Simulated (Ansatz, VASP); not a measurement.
## SiC in VASP and in Ansatz

```
Si C
1.0
     3.07600    0.00000    0.00000
    -1.53800    2.66389    0.00000
     0.00000    0.00000    5.04800
Si C
2 2
Direct
  0.33333 0.66667 0.00000
  0.66667 0.33333 0.50000
  0.33333 0.66667 0.38500
  0.66667 0.33333 0.88500
```

Alike in both runs: task relaxation of cell and atoms; functional PBE; k mesh 8 × 8 × 5; no spin polarisation.

|  | VASP | Ansatz |
| --- | --- | --- |
| version | VASP 6.6.1 | Ansatz 0.2.0 |
| potentials or method | VASP PAW PBE potentials, release 64 (Si, C), cutoff 600 eV | plane waves, PAW |
| occupations | gaussian, width 0.01 eV | fixed |
| valence electrons in the cell | 16 | 16 |

VASP gave:

- relaxed volume (Å³/atom): 10.49
- relaxed cell length with the largest relative difference (Å): 3.091

Which values does Ansatz return?

Relaxed volume (Å³/atom): 10.50; relaxed cell length with the largest relative difference (Å): 3.092.
